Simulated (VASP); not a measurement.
Here is a VASP 6.6.1 calculation.

The input INCAR:

```
SYSTEM = BeZn5Se6
ALGO = Normal ; EDIFF = 1E-6
ENCUT = 520 ; GGA = PE
ISIF = 2 ; ISMEAR = 0
LASPH = .TRUE. ; LCHARG = .TRUE.
LELF = .TRUE. ; LREAL = .FALSE.
LVHAR = .TRUE. ; LWAVE = .FALSE.
NBANDS = 61 ; NELM = 100
PREC = Accurate ; SIGMA = 0.1
```

The input KPOINTS:

```
k-points
0
G
  4 4 1
  0 0 0
```

Contents of POSCAR:

```
BeZn5Se6
1.0
    3.9926768302      0.0003048859      0.0019878922
    0.0003082129      3.9924918944      0.0003983666
    0.0090161588      0.0009248234     16.9254691700
Be Zn Se
1 5 6
Direct
    0.5000835960      0.4998301033      0.5000016954
    0.0004186156      0.0002079036      0.6561802085
    0.4997957904      0.5001625570      0.8280621883
    0.0002719984      0.0014475435     -0.0000185145
    0.5000099762      0.4972416370      0.1719317137
    0.0003634744      0.0010474876      0.3438122516
    0.5000191883      0.0003926215      0.7420918707
   -0.0004073236      0.5011067924      0.9140295221
    0.4997549780     -0.0014984939      0.0859635507
   -0.0004106813      0.5003076946      0.2579060485
    0.5002104804     -0.0002855625      0.4305734140
   -0.0001100926      0.5000397157      0.5694660509
```

Potentials or basis: VASP PAW PBE potentials, release 64 (Be, Zn, Se).

Run with:

```bash
$ cat potpaw_PBE.64/Be/POTCAR potpaw_PBE.64/Zn/POTCAR potpaw_PBE.64/Se/POTCAR > POTCAR
$ mpirun -np 1 vasp_std > vasp.out
```

**Question.** Estimate the pressure.

**Answer.** 0.2 GPa.

**Question.** Estimate the band gap on the k mesh.

**Answer.** 1.45 eV.

**Question.** Predict the largest force.

**Answer.** 0.023 eV/Å.

Forces on the atoms (eV/Å):
```
Be  -0.001 -0.002  0.002
Zn  -0.003 -0.003 -0.003
Zn   0.001  0.004  0.004
Zn  -0.005 -0.008  0.002
Zn  -0.004  0.022 -0.003
Zn   0.001 -0.014  0.006
Se   0.001 -0.004  0.000
Se   0.001 -0.001 -0.004
Se   0.005 -0.008  0.002
Se   0.006  0.005 -0.001
Se  -0.004  0.006  0.007
Se   0.003  0.003 -0.012
```
